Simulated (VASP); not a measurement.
Wanted: the native input for a VASP 6.6.1 run.

| Quantity | Value |
| --- | --- |
| Task | single point |
| Functional | LDA |
| Potentials or basis | VASP PAW LDA potentials, release 64 (Zn) |
| Cutoff | 520 eV |
| k mesh | 21 × 21 × 10 |
| Occupations | methfessel-paxton, width 0.1 eV |
| Spin | no spin polarisation |
| Dipole correction | no |
| Further INCAR settings | ALGO = Fast; EDIFF = 1e-06; NBANDS = 19 |

The structure of Zn lies in POSCAR:

```
Zn
1.0
    2.5526961907      0.0000000000      0.0000000000
   -1.2763480954      2.2106997493      0.0000000000
    0.0000000000      0.0000000000      4.8473719806
Zn
2
Direct
    0.3333333333      0.6666666667      0.2500000000
    0.6666666667      0.3333333333      0.7500000000
```

These files were run (other wordings do the same):

INCAR

```
PREC = Accurate ; ENCUT = 520
EDIFF = 1E-6 ; ISMEAR = 1
SIGMA = 0.1 ; LREAL = False
LASPH = True ; NELM = 80
ALGO = Fast ; ISIF = 2
LWAVE = False ; LCHARG = False
GGA = CA ; NBANDS = 19
```

KPOINTS

```
regular mesh
0
Gamma
  21 21 10
```

Potentials or basis: VASP PAW LDA potentials, release 64 (Zn).

Launch:

```bash
$ cat potpaw_LDA.64/Zn/POTCAR > POTCAR
$ mpirun -np 1 vasp_std > vasp.out
```

Results of the run:

```json
{
  "Pressure": "1.0 GPa",
  "Band gap on the k mesh": "zero (bands 12 and 13 overlap by 4.91 eV)"
}
```

It took 2.5 min on 1 thread of Intel Xeon 8259CL, with other jobs on the host, peak memory 0.22 GiB.
